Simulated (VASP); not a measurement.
# SiC (P6_3mc) in VASP: notebook

SiC is run at these levels: r2SCAN; tasks: single point.

All numbers are computed with VASP 6.6.1; they aren't measurements. Logs are shortened: lines on timing, memory, paths and dates and some standing lists are left out, and cuts for length are marked.

## (1) The cell of the first run

The structure is hexagonal, space group P6_3mc (No. 186). The conventional cell has a = 3.014 Å, b = 3.014 Å, c = 5.066 Å, α = 90.00°, β = 90.00°, γ = 120.00°. Si (site symmetry 3m) has 4 C at 1.85 to 1.89 Å within 2.5 Å. Within 2.5 Å of C (site symmetry 3m) lie 4 Si at 1.85 to 1.89 Å.

## (2) Single point, r2SCAN (film at in-plane strain -0.02)

File POSCAR:

```
SiC
1.0
    3.0138295380      0.0000000000      0.0000000000
   -1.5069147690      2.6100529426      0.0000000000
    0.0000000000      0.0000000000      5.0662946599
Si C
2 2
Direct
    0.3333333333      0.6666666667      0.0058843614
    0.6666666667      0.3333333333      0.5058843614
    0.3333333333      0.6666666667      0.3791156386
    0.6666666667      0.3333333333      0.8791156386
```

File INCAR.step1:

```
SYSTEM = SiC
PREC = Accurate
ENCUT = 520
ISMEAR = 0
SIGMA = 0.01
LREAL = .False.
LASPH = .True.
NELM = 80
NBANDS = 16
GGA = PE
ALGO = Normal
EDIFF = 1E-4
LWAVE = .True.
LCHARG = .False.
```

File INCAR.step2:

```
SYSTEM = SiC
PREC = Accurate
ENCUT = 520
EDIFF = 1E-6
ISMEAR = 0
SIGMA = 0.01
LREAL = .False.
LASPH = .True.
NELM = 80
ALGO = Normal
ISIF = 2
LWAVE = .False.
LCHARG = .False.
METAGGA = R2SCAN
LMIXTAU = .True.
NBANDS = 16
ISTART = 1
```

File KPOINTS:

```
regular mesh
0
Gamma
  8 8 6
  0 0 0
```

Potentials or basis: VASP PAW PBE potentials, release 64 (Si, C).

Launch:

```sh
> cat potpaw_PBE.64/Si/POTCAR potpaw_PBE.64/C/POTCAR > POTCAR
> cp INCAR.step1 INCAR
> mpirun -np 1 vasp_std > vasp.out
> cp INCAR.step2 INCAR
> mpirun -np 1 vasp_std > vasp.out
```

OUTCAR:

```text
SYSTEM = SiC
   PREC = Accurate
   ENCUT = 520
   EDIFF = 1E-6
   ISMEAR = 0
   LREAL = .False.
   LASPH = .True.
   NELM = 80
   ISIF = 2
   METAGGA = R2SCAN
   ISTART = 1

 ion  position               nearest neighbor table
   1  0.333  0.667  0.006-   4 1.85   4 1.85   4 1.85   3 1.89   2 3.07   2 3.07   2 3.07   2 3.07
                             2 3.07   2 3.07
   2  0.667  0.333  0.506-   3 1.85   3 1.85   3 1.85   4 1.89   1 3.07   1 3.07   1 3.07   1 3.07
                             1 3.07   1 3.07
   3  0.333  0.667  0.379-   2 1.85   2 1.85   2 1.85   1 1.89
   4  0.667  0.333  0.879-   1 1.85   1 1.85   1 1.85   2 1.89

  LATTYP: Found a hexagonal cell.
 ALAT       =     3.0138295380
 C/A-ratio  =     1.6810156633

  Lattice vectors:

 A1 = (   3.0138295380,   0.0000000000,   0.0000000000)
 A2 = (  -1.5069147690,   2.6100529426,   0.0000000000)
 A3 = (   0.0000000000,   0.0000000000,   5.0662946599)

Analysis of symmetry for initial positions (statically):
=====================================================================
 Subroutine PRICEL returns:
 Original cell was already a primitive cell.

 Routine SETGRP: Setting up the symmetry group for a
 hexagonal supercell.

 Subroutine GETGRP returns: Found 12 space group operations
 (whereof  6 operations were pure point group operations)
 out of a pool of 24 trial point group operations.

The static configuration has the point symmetry C_3v.
 The point group associated with its full space group is C_6v.

Analysis of symmetry for dynamics (positions and initial velocities):
=====================================================================
 Subroutine PRICEL returns:
 Original cell was already a primitive cell.

 Routine SETGRP: Setting up the symmetry group for a
 hexagonal supercell.

 Subroutine GETGRP returns: Found 12 space group operations
 (whereof  6 operations were pure point group operations)
 out of a pool of 24 trial point group operations.

The dynamic configuration has the point symmetry C_3v.
 The point group associated with its full space group is C_6v.

 Subroutine INISYM returns: Found 12 space group operations
 (whereof  6 operations are pure point group operations),
 and found     1 'primitive' translations

----------------------------------------------------------------------------------------

                                     Primitive cell

  volume of cell :      39.8528

  direct lattice vectors                    reciprocal lattice vectors
     3.013829538  0.000000000  0.000000000     0.331803769  0.191566995  0.000000000
    -1.506914769  2.610052943  0.000000000     0.000000000  0.383133991  0.000000000
     0.000000000  0.000000000  5.066294660     0.000000000  0.000000000  0.197382913

  length of vectors
     3.013829538  3.013829538  5.066294660     0.383133991  0.383133991  0.197382913

  position of ions in fractional coordinates (direct lattice)
     0.333333333  0.666666667  0.005884361
     0.666666667  0.333333333  0.505884361
     0.333333333  0.666666667  0.379115639
     0.666666667  0.333333333  0.879115639

  ion indices of the primitive-cell ions
   primitive index   ion index
                 1           1
                 2           2
                 3           3
                 4           4

----------------------------------------------------------------------------------------

 KPOINTS: regular mesh

Automatic generation of k-mesh.
 Grid dimensions read from file:
 generate k-points for:    8    8    6

 Generating k-lattice:

  Cartesian coordinates                     Fractional coordinates (reciprocal lattice)
     0.041475471  0.023945874  0.000000000     0.125000000  0.000000000  0.000000000
     0.000000000  0.047891749  0.000000000     0.000000000  0.125000000  0.000000000
     0.000000000  0.000000000  0.032897152     0.000000000  0.000000000  0.166666667

  Length of vectors
     0.047891749  0.047891749  0.032897152

  Shift w.r.t. Gamma in fractional coordinates (k-lattice)
     0.000000000  0.000000000  0.000000000

 Subroutine IBZKPT returns following result:
 ===========================================

 Found     40 irreducible k-points:

 Following reciprocal coordinates:
            Coordinates               Weight
  0.000000  0.000000  0.000000      1.000000
  0.125000  0.000000  0.000000      6.000000
  0.250000  0.000000  0.000000      6.000000
  0.375000  0.000000  0.000000      6.000000
  0.500000  0.000000  0.000000      3.000000
  0.125000  0.125000  0.000000      6.000000
[... 16 lines left out ...]
  0.250000  0.000000  0.333333     12.000000
  0.375000  0.000000  0.333333     12.000000
 [... further k-points ...]
   k-points           NKPTS =     40   k-points in BZ     NKDIM =     40   number of bands    NBANDS=     16
   number of dos      NEDOS =    301   number of ions     NIONS =      4
   total plane-waves  NPLWV =  23040
   dimension x,y,z NGX =    24 NGY =   24 NGZ =   40
   dimension x,y,z NGXF=    48 NGYF=   48 NGZF=   80
   ions per type =               2   2
   NGX,Y,Z   is equivalent  to a cutoff of  13.24, 13.24, 13.13 a.u.
   NGXF,Y,Z  is equivalent  to a cutoff of  26.48, 26.48, 26.25 a.u.
 SYSTEM =  SiC
   PREC   = accura    normal or accurate (medium, high low for compatibility)
   ISTART =      1    job   : 0-new  1-cont  2-samecut
   ICHARG =      0    charge: 1-file 2-atom 10-const
   ISPIN  =      1    spin polarized calculation?
   LNONCOLLINEAR =      F non collinear calculations
   LSORBIT =      F    spin-orbit coupling
   LASPH  =      T    aspherical Exc in radial PAW
   ENCUT  =  520.0 eV  38.22 Ry    6.18 a.u.   5.60  5.60  9.42*2*pi/ulx,y,z
   NELM   =     80;   NELMIN=  2; NELMDL=  0     # of ELM steps
   EDIFF  = 0.1E-05   stopping-criterion for ELM
   LREAL  =      F    real-space projection
   EDIFFG = 0.1E-04   stopping-criterion for IOM
   NSW    =      0    number of steps for IOM
   IBRION =     -1    ionic relax: 0-MD 1-quasi-New 2-CG
   NFREE  =      0    steps in history (QN), initial steepest desc. (CG)
   ISIF   =      2    stress and relaxation
   ISYM   =      2    0-nonsym 1-usesym 2-fastsym
   POTIM  = 0.5000    time-step for ionic-motion
   TEBEG  =    0.0;   TEEND  =   0.0 temperature during run
   PSTRESS=    0.0 pullay stress
   NELECT =      16.0000    total number of electrons
   NUPDOWN=      -1.0000    fix difference up-down
   EMIN   =  10.00;   EMAX   =-10.00  energy-range for DOS
   EFERMI =   0.00;   METHOD = LEGACY
   ISMEAR =     0;   SIGMA  =   0.01  broadening in eV -4-tet -1-fermi 0-gaus
   EFERMI_NEDOS =   21; number of points for ismear=-14 and -15
   IALGO  =     38    algorithm
   IMIX   =      4    mixing-type and parameters
     AMIX     =   0.40;   BMIX     =  1.00
     AMIX_MAG =   1.60;   BMIX_MAG =  1.00
  volume/ion in A,a.u.               =       9.96        67.23
  Fermi-wavevector in a.u.,A,eV,Ry     =   1.207708  2.282238 19.844901  1.458559
  Thomas-Fermi vector in A             =   2.343338
   LORBIT       =      0    0 simple, 1 ext, 2 COOP (PROOUT), +10 PAW based schemes
   METAGGA = R2SCAN    functional components
   LHFCALC =     F    Hartree Fock is set to
   AEXX    =    0.0000 exact exchange contribution
   IVDW    =     0    specifies the selected vdW correction
   LEPSILON=     F    determine dielectric tensor
   LRPA    =     F    only Hartree local field effects (RPA)
 non-spin polarized calculation
 Gauss-broadening in eV      SIGMA  =   0.01
  energy-cutoff  :      520.00
  volume of cell :       39.85
 maximum number of plane-waves:      1099
 NGX is ok and might be reduce to    24
   NGX = 11   NGY = 11   NGZ = 19

 number of electron      15.9999998 magnetization

 Free energy of the ion-electron system (eV)
  ---------------------------------------------------
  ext. energy  EPLUGINS =         0.00000000
  ---------------------------------------------------
  free energy    TOTEN  =       -38.56992136 eV

  energy without entropy =      -38.56992136  energy(sigma->0) =      -38.56992136

 E-fermi :   8.6824     XC(G=0): -12.0970

 val. band max:        8.6425044197   @ k =   0.0000   0.0000   0.0000
 cond. band min:      11.3186129870   @ k =   0.3750   0.2500   0.0000
 fundamental gap:      2.6761085673
 Fermi energy:         8.6824479544

 k-point     1 :       0.0000    0.0000    0.0000
  band No.  band energies     occupation
      1      -8.0882      2.00000
      2      -4.5026      2.00000
      3      -0.7243      2.00000
      4       7.3527      2.00000
      5       7.3527      2.00000
      6       8.2644      2.00000
[... 8 lines left out ...]
     15      18.5184      0.00000
     16      21.0621      0.00000

 k-point     2 :       0.1250    0.0000    0.0000
  band No.  band energies     occupation
      1      -7.7942      2.00000
      2      -4.2520      2.00000
      3      -0.4497      2.00000
      4       5.9018      2.00000
      5       6.8812      2.00000
      6       7.6148      2.00000
[... 8 lines left out ...]
     15      19.1696      0.00000
     16      19.2921      0.00000

 k-point     3 :       0.2500    0.0000    0.0000
  band No.  band energies     occupation
      1      -6.9323      2.00000
      2      -3.5601      2.00000
      3       0.3150      2.00000
      4       3.2814      2.00000
      5       5.4428      2.00000
      6       6.0392      2.00000
[... 8 lines left out ...]
     15      19.7433      0.00000
     16      20.5339      0.00000
[... 362 lines left out ...]
 k-point    23 :       0.2500    0.0000    0.3333
  band No.  band energies     occupation
      1      -6.3959      2.00000
      2      -4.9079      2.00000
      3       2.1261      2.00000
      4       4.0255      2.00000
      5       4.3258      2.00000
      6       6.4240      2.00000
[... 8 lines left out ...]
     15      20.0820      0.00000
     16      20.8110      0.00000

 k-point    24 :       0.3750    0.0000    0.3333
  band No.  band energies     occupation
      1      -5.1014      2.00000
      2      -3.7881      2.00000
      3       0.6421      2.00000
      4       1.8976      2.00000
      5       4.1648      2.00000
      6       5.8081      2.00000
[... 8 lines left out ...]
     15      21.4619      0.00000
     16      21.9660      0.00000

 [... further k-points ...]

------------------------ aborting loop because EDIFF is reached ----------------------------------------

  FORCE on cell =-STRESS in cart. coord.  units (eV):
  Direction    XX          YY          ZZ          XY          YZ          ZX
  --------------------------------------------------------------------------------------
  -------------------------------------------------------------------------------------
  Total        3.3693168      3.3693168     -0.0649041      0.0000000      0.0000000      0.0000000
  in kB      135.4546698    135.4546698     -2.6093015      0.0000000      0.0000000      0.0000000
  external PRESSURE =      89.4333460 kB  Pullay stress =       0.0000000 kB

 VOLUME and BASIS-vectors are now :
 -----------------------------------------------------------------------------
  energy-cutoff  :      520.00
  volume of cell :       39.85
      direct lattice vectors                 reciprocal lattice vectors
     3.013829538  0.000000000  0.000000000     0.331803769  0.191566995  0.000000000
    -1.506914769  2.610052943  0.000000000     0.000000000  0.383133991  0.000000000
     0.000000000  0.000000000  5.066294660     0.000000000  0.000000000  0.197382913

 POSITION                                       TOTAL-FORCE (eV/Angst)
 -----------------------------------------------------------------------------------
     -0.00000      1.74004      0.02981         0.000000      0.000000     -0.002019
      1.50691      0.87002      2.56296        -0.000000      0.000000     -0.002019
     -0.00000      1.74004      1.92071        -0.000000      0.000000      0.002019
      1.50691      0.87002      4.45386        -0.000000      0.000000      0.002019
 -----------------------------------------------------------------------------------
    total drift:                               -0.000000      0.000000     -0.000024

  FREE ENERGIE OF THE ION-ELECTRON SYSTEM (eV)
  ---------------------------------------------------
  free  energy   TOTEN  =       -38.5699213621 eV

  energy  without entropy=      -38.5699213621  energy(sigma->0) =      -38.56992136
```

Wall time 58 s (1 thread of Intel Xeon Platinum 8559C (Emerald Rapids), shared host); peak memory 0.16 GiB.

Results:

* Free energy: -38.5699 eV
* Pressure: 8.9 GPa
* Band gap on the k mesh: 2.68 eV, indirect (least direct gap 4.76 eV)

Forces on the atoms (eV/Å):
```
Si   0.000  0.000 -0.002
Si   0.000  0.000 -0.002
C    0.000  0.000  0.002
C    0.000  0.000  0.002
```

Stress tensor (GPa, compression positive):
```
13.55  0.00  0.00
 0.00 13.55  0.00
 0.00  0.00 -0.26
```

Levels at points of the mesh, in eV from the valence-band top:
```
           k point  band 6  band 7  band 8  band 9  band 10  band 11
(0.00, 0.00, 0.00)   -0.38    0.00    0.00    6.05     6.59     7.58
(0.50, 0.00, 0.00)   -3.57   -3.47   -1.33    3.43     4.44     7.73
(0.00, 0.00, 0.50)   -0.69   -0.69   -0.69    7.06     7.06     8.24
(0.50, 0.00, 0.50)   -2.69   -2.58   -2.58    3.64     3.64     5.85
```

Caveat: the cell differs from its parent crystal (film at in-plane strain -0.02); the PAW data sets were made with another functional, which shifts forces and pressure a little. A k mesh can miss the band edges.

## (3) Single point, r2SCAN (in-plane strain -0.02)

File POSCAR:

```
SiC
1.0
    3.0138295380      0.0000000000      0.0000000000
   -1.5069147690      2.6100529426      0.0000000000
    0.0000000000      0.0000000000      5.1087953580
Si C
2 2
Direct
    0.3333333333      0.6666666667      0.0045985929
    0.6666666667      0.3333333333      0.5045985929
    0.3333333333      0.6666666667      0.3804014071
    0.6666666667      0.3333333333      0.8804014071
```

File INCAR.step1:

```
SYSTEM = SiC
PREC = Accurate
ENCUT = 520
ISMEAR = 0
SIGMA = 0.01
LREAL = .FALSE.
LASPH = .TRUE.
NELM = 60
NBANDS = 16
GGA = PE
ALGO = Normal
EDIFF = 1E-4
LWAVE = .TRUE.
LCHARG = .FALSE.
```

File INCAR.step2:

```
SYSTEM = SiC
PREC = Accurate
ENCUT = 520
EDIFF = 1E-7
ISMEAR = 0
SIGMA = 0.01
LREAL = .FALSE.
LASPH = .TRUE.
NELM = 60
ALGO = Normal
ISIF = 2
LWAVE = .FALSE.
LCHARG = .FALSE.
METAGGA = R2SCAN
LMIXTAU = .TRUE.
NBANDS = 16
ISTART = 1
```

File KPOINTS:

```
regular mesh
0
G
  8 8 6
  0 0 0
```

Potentials or basis: VASP PAW PBE potentials, release 64 (Si, C).

Launch:

```sh
> cat potpaw_PBE.64/Si/POTCAR potpaw_PBE.64/C/POTCAR > POTCAR
> cp INCAR.step1 INCAR
> mpirun -np 1 vasp_std > vasp.out
> cp INCAR.step2 INCAR
> mpirun -np 1 vasp_std > vasp.out
```

Wall time 61 s (1 thread of Intel Xeon Platinum 8559C (Emerald Rapids), shared host); peak memory 0.16 GiB.

The run converged. Its results:

- Free energy: -38.5593 eV
- Pressure: 7.1 GPa
- Largest force: 0.295 eV/Å
- Band gap on the k mesh: 2.75 eV, indirect (least direct gap 4.86 eV)

Forces in eV/Å, atoms in the order of the input:
```
Si   0.000  0.000  0.295
Si   0.000  0.000  0.295
C    0.000  0.000 -0.295
C    0.000  0.000 -0.295
```

Stress tensor (GPa, compression positive):
```
13.77  0.00  0.00
 0.00 13.77  0.00
 0.00  0.00 -6.16
```

Levels at points of the mesh, in eV from the valence-band top:
```
           k point  band 4  band 5  band 6  band 7  band 8  band 9  band 10  band 11  band 12  band 13
(0.00, 0.00, 0.00)   -1.23   -1.23   -0.31    0.00    0.00    6.14     6.30     7.62     7.62     8.71
(0.50, 0.00, 0.00)   -6.86   -5.71   -3.45   -3.41   -1.36    3.50     4.45     7.70     7.88    10.28
(0.00, 0.00, 0.50)   -4.98   -0.66   -0.66   -0.66   -0.66    7.10     7.10     8.27     8.27     8.27
(0.50, 0.00, 0.50)   -8.71   -2.65   -2.65   -2.55   -2.55    3.62     3.62     5.79     5.79    11.21
```

Caveat: the cell differs from its parent crystal (in-plane strain -0.02); the PAW data sets were made with another functional, which shifts forces and pressure a little.
